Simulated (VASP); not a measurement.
Here is a VASP 6.6.1 calculation.

INCAR

```
ALGO = Normal
DIPOL = 0.5 0.5 0.500
EDIFF = 1E-7
EDIFFG = -0.005
ENCUT = 450
GGA = PE
GGA_COMPAT = F
IBRION = 2
IDIPOL = 3
ISIF = 2
ISMEAR = 0
IVDW = 12
LASPH = T
LCHARG = F
LDIPOL = T
LREAL = F
LWAVE = F
NELM = 120
NELMDL = -8
NELMIN = 4
NSW = 60
PREC = Accurate
SIGMA = 0.02
```

The input KPOINTS:

```
k-points
0
Gamma
  12 12 1
```

The input POSCAR:

```
SnS2
1.0
    3.8112881723      0.0000000000      0.0000000000
   -1.9056440861      3.3006723783      0.0000000000
    0.0000000000      0.0000000000     31.9125768144
S Sn
2 1
Direct
    0.3333333333      0.6666666667      0.4534911230
    0.6666666667      0.3333333333      0.5465088770
    0.0000000000      0.0000000000      0.5000000000
```

Potentials or basis: VASP PAW PBE potentials, release 64 (S, Sn_d).

Run with:

```console
$ cat potpaw_PBE.64/S/POTCAR potpaw_PBE.64/Sn_d/POTCAR > POTCAR
$ mpirun -np 1 vasp_std > vasp.out
```

Task: Predict the energy gained by relaxing.

Result: 8.1 meV/atom.

Task: What does it give for the band gap on the k mesh?

Result: 1.63 eV, indirect (least direct gap 1.79 eV).

Task: Predict the dispersion energy per atom.

Result: -0.215 eV.

The path:
```tsv
step	energy change (eV)	largest force (eV/Å)	pressure (GPa)
1	0.0000	0.4633	-0.98
2	-0.0164	0.2673	-0.84
3	-0.0244	0.0072	-0.63
4	-0.0244	0.0027	-0.64
```

Caveat: spin-orbit coupling is left out, which moves the levels of the heavy elements.
